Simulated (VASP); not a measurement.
A run of VASP 6.6.1 is set up as follows.

File INCAR:

```
SYSTEM = ZrC
PREC = Accurate
ENCUT = 520
EDIFF = 1E-6
ISMEAR = 1
SIGMA = 0.1
LREAL = .False.
LASPH = .True.
NELM = 80
ALGO = Normal
ISIF = 2
LWAVE = .False.
LCHARG = .False.
GGA = PE
NBANDS = 15
```

The input KPOINTS:

```
Automatic mesh
0
Gamma
  6 6 6
  0 0 0
```

File POSCAR:

```
ZrC
1.0
    0.0000000000      2.3650000000      2.3650000000
    2.3650000000      0.0000000000      2.3650000000
    2.3650000000      2.3650000000      0.0000000000
Zr C
1 1
Direct
    0.5000000000      0.5000000000      0.5000000000
    0.0000000000      0.0000000000      0.0000000000
```

Potentials or basis: VASP PAW PBE potentials, release 64 (Zr_sv, C).

Run with:

```sh
$ cat potpaw_PBE.64/Zr_sv/POTCAR potpaw_PBE.64/C/POTCAR > POTCAR
$ mpirun -np 1 vasp_std > vasp.out
```

Estimate the band gap on the k mesh.

zero (band 8 reaches 10.34 eV, above the bottom of band 9 at 9.14 eV).

Predict the pressure.

-2.6 GPa.

Caveat: the k points lie up to 0.38 Å⁻¹ apart.
